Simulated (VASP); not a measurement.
Ir, 2 atoms in the cell. The structure is hexagonal, space group P6_3/mmc (No. 194). The conventional cell has a = 2.860 Å, b = 2.860 Å, c = 4.610 Å, α = 90.00°, β = 90.00°, γ = 120.00°. Ir (site symmetry -6m2) has 12 Ir at 2.84 to 2.86 Å within 3.7 Å. This isn't the form of Ir at room conditions, which is fcc.

| Quantity | Value |
| --- | --- |
| Program | VASP 6.6.1 |
| Task | single point |
| Functional | PBE |
| Potentials or basis | VASP PAW PBE potentials, release 64 (Ir) |
| Cutoff | 520 eV |
| k mesh | 17 × 17 × 9 |
| Occupations | fermi-dirac, width 0.05 eV |
| Spin | no spin polarisation |
| Dipole correction | no |
| Further INCAR settings | ALGO = Normal; EDIFF = 1e-06; NBANDS = 16 |

Potentials or basis: VASP PAW PBE potentials, release 64 (Ir).

Launch:

```bash
$ cat potpaw_PBE.64/Ir/POTCAR > POTCAR
$ mpirun -np 1 vasp_std > vasp.out
```

Hardware: 1 thread of Intel Xeon 8259CL, on a shared host.

Q: Estimate the wall time of this run.

A: Run time: 110 s on 1 thread of Intel Xeon 8259CL, on a shared host, peak memory 0.21 GiB. Counts: scf iterations 12, k points 165.
